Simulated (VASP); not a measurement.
Wanted: the native input for a VASP 6.6.1 run.

| Quantity | Value |
| --- | --- |
| Task | single point |
| Functional | PBE |
| Potentials or basis | VASP PAW PBE potentials, release 64 (Y_sv, Mn_pv) |
| Cutoff | 520 eV |
| k mesh | 8 × 8 × 8 |
| Occupations | gaussian, width 0.1 eV |
| Spin | collinear spin, ferrimagnetic start |
| Starting moments | [-0.42, -0.42, 3.24, 3.24, 3.24, 3.24] μB |
| Dipole correction | no |
| Further INCAR settings | ALGO = Normal; EDIFF = 1e-07; NBANDS = 50 |

The structure of YMn2 lies in POSCAR:

```
YMn2
1.0
    0.0000000000      3.8300000000      3.8300000000
    3.8300000000      0.0000000000      3.8300000000
    3.8300000000      3.8300000000      0.0000000000
Y Mn
2 4
Direct
    0.5000000000      0.5000000000      0.5000000000
    0.7500000000      0.7500000000      0.7500000000
    0.1250000000      0.1250000000      0.1250000000
    0.6250000000      0.1250000000      0.1250000000
    0.1250000000      0.1250000000      0.6250000000
    0.1250000000      0.6250000000      0.1250000000
```

One way to write it, as run:

INCAR

```
SYSTEM = YMn2
ALGO = Normal
EDIFF = 1E-7
ENCUT = 520
GGA = PE
ISIF = 2
ISMEAR = 0
ISPIN = 2
LASPH = .True.
LCHARG = .True.
LELF = .True.
LMAXMIX = 4
LORBIT = 11
LREAL = .False.
LVHAR = .True.
LWAVE = .False.
MAGMOM = -0.42 -0.42 3.24 3.24 3.24 3.24
NBANDS = 50
NELM = 150
PREC = Accurate
SIGMA = 0.1
```

KPOINTS

```
k-points
0
Gamma
  8 8 8
  0 0 0
```

Potentials or basis: VASP PAW PBE potentials, release 64 (Y_sv, Mn_pv).

Run with:

```console
$ cat potpaw_PBE.64/Y_sv/POTCAR potpaw_PBE.64/Mn_pv/POTCAR > POTCAR
$ mpirun -np 1 vasp_std > vasp.out
```

Results of the run:

* Pressure: -8.7 GPa
* Net moment: 8.57 μB per cell
* Site moments: Y -0.38; Mn +2.32 μB
* Valence electrons inside the program's atomic spheres: Y 9.65; Mn 11.58

Caveat: the cell stands under tension.

Run time: 5.1 min on 1 thread of Intel(R) Xeon(R) 6975P-C (Granite Rapids) (shared host), peak memory 0.45 GiB.
